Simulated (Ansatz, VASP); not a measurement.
## GaSb: VASP beside Ansatz

INCAR

```
PREC = Accurate
ENCUT = 500
EDIFF = 1E-6
ISMEAR = 1
SIGMA = 0.01
LREAL = F
LASPH = T
NELM = 120
ALGO = Normal
ISIF = 2
LWAVE = F
LCHARG = T
GGA = CA
LELF = T
LVHAR = T
NBANDS = 16
GGA_COMPAT = F
```

File KPOINTS:

```
regular mesh
0
Gamma
  6 6 6
```

The input POSCAR:

```
GaSb
1.0
   -1.5559010000      2.6750030000      2.8933130000
    1.5559010000     -2.6750030000      2.8933130000
    1.5559010000      2.6750030000     -2.8933130000
Ga Sb
1 1
Direct
    0.0000000000      0.0000000000      0.0000000000
    0.5000000000      0.5000000000      0.0000000000
```

Input for Ansatz:

```yaml
crystal:
  lattice:
    - [-1.555901, 2.675003, 2.893313]
    - [1.555901, -2.675003, 2.893313]
    - [1.555901, 2.675003, -2.893313]
  atoms:
    - { symbol: Ga, position: [0.0, 0.0, 0.0] }
    - { symbol: Sb, position: [0.5, 0.5, 0.0] }
basis:
  ecutwfc: 450.0
kpoints:
  mp_grid:
    grid: [6, 6, 6]
hamiltonian:
  xc: lda
scf:
  occupations:
    method: methfessel_paxton
    width: 0.01
output:
  stress: true
```

Alike in both runs: task single point; functional LDA; k mesh 6 × 6 × 6; occupations methfessel-paxton of order 1, width 0.01 eV; no spin polarisation.

|  | VASP | Ansatz |
| --- | --- | --- |
| version | VASP 6.6.1 | Ansatz 0.2.0 |
| potentials or method | VASP PAW LDA potentials, release 64 (Ga_d, Sb), cutoff 500 eV | plane waves, PAW |
| valence electrons in the cell | 18 | 28 |

|  | VASP | Ansatz | Ansatz less VASP |
| --- | --- | --- | --- |
| pressure (GPa) | -4.2 | -4.3 | -0.08 |
| traceless stress, the component that is largest in VASP (GPa) | 2.54 | 2.65 | +0.110 |

LDA's correlation is that of Perdew and Zunger in VASP and of Perdew and Wang (1992) in Ansatz. VASP's potentials hold 18 valence electrons a cell and Ansatz's 28, so a difference there can come from the potentials and not from the codes.

The k mesh is coarse, so the values compare programs but aren't converged. Spin-orbit coupling is off throughout.
